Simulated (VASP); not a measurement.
Wanted: the native input for a VASP 6.6.1 run.

```yaml
Task: single point
Functional: PBE
Potentials_or_basis: VASP PAW PBE potentials, release 64 (B, P)
Cutoff: 520 eV
k_mesh: 10 × 10 × 10
Occupations: gaussian, width 0.05 eV
Spin: no spin polarisation
Dipole_correction: no
Further_INCAR_settings: ALGO = Normal; EDIFF = 1e-06; NBANDS = 11
```

The structure of BP lies in POSCAR:

```
BP
1.0
    0.0000000000      2.2916900000      2.2690000000
    2.2916900000      0.0000000000      2.2690000000
    2.2916900000      2.2916900000      0.0000000000
B P
1 1
Direct
    0.0000000000      0.0000000000      0.0000000000
    0.7500000000      0.7500000000      0.7500000000
```

This cell differs from its parent crystal: strain +0.0100 x Voigt [1, 1, 0, 0, 0, 0].

These files were run (other wordings do the same):

INCAR

```
ALGO = Normal ; EDIFF = 1E-6
ENCUT = 520 ; GGA = PE
ISIF = 2 ; ISMEAR = 0
LASPH = T ; LCHARG = F
LREAL = F ; LWAVE = F
NBANDS = 11 ; NELM = 60
PREC = Accurate ; SIGMA = 0.05
```

KPOINTS

```
k-points
0
Gamma
  10 10 10
```

Potentials or basis: VASP PAW PBE potentials, release 64 (B, P).

Run with:

```bash
$ cat potpaw_PBE.64/B/POTCAR potpaw_PBE.64/P/POTCAR > POTCAR
$ mpirun -np 1 vasp_std > vasp.out
```

It gave:

```json
{"Pressure": "-2.3 GPa", "Band gap on the k mesh": "1.12 eV, indirect (least direct gap 3.27 eV)"}
```

Caveat: the cell differs from its parent crystal (strain +0.0100 x Voigt [1, 1, 0, 0, 0, 0]).

Run time: 43 s on 1 thread of AMD EPYC 7R13, with other jobs on the host, peak memory 0.12 GiB.
